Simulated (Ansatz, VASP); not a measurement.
One calculation of InSb, two programs

```xyz
4
Lattice="5.1963 0.0000 0.0000 0.0000 5.5406 0.0000 0.0000 0.0000 3.0630" Properties=species:S:1:pos:R:3 pbc="T T T"
In    0.0000    0.0000    0.0000
In    2.5981    2.7703    0.0000
Sb    2.5981    0.0000    2.5576
Sb    0.0000    2.7703    0.5054
```

Change from the starting cell: equal xx and yy strain of -3 %, PAW files.

Alike in both runs: task electric field gradients; functional LDA; k mesh 6 × 6 × 11; occupations fermi-dirac, width 0.08 eV; no spin polarisation.

|  | VASP | Ansatz |
| --- | --- | --- |
| version | VASP 6.6.1 | Ansatz 0.2.0 |
| potentials or method | VASP PAW LDA potentials, release 64 (In_d, Sb) | PAW with Ansatz's default frozen-core files, scalar-relativistic |
| plane-wave cutoff (eV) | 520 | 420 |
| valence electrons in the cell | 36 | 56 |

```tsv
	VASP	Ansatz	Ansatz less VASP
pressure (GPa)	20.3	19.9	-0.39
traceless stress, the component that is largest in VASP (GPa)	15.89	15.88	-0.015
rms of the force components (eV/Å)	0.418	0.415	-0.0030
size of Vzz on the site where it differs most (V/Å²)	101.3	87.4	-13.91
```

LDA's correlation is that of Perdew and Zunger in VASP and of Perdew and Wang (1992) in Ansatz. Atom by atom the forces differ by 0.003 eV/Å (rms over components). VASP's potentials hold 36 valence electrons a cell and Ansatz's 56, so a difference there can come from the potentials and not from the codes.

Spin-orbit coupling is off throughout.
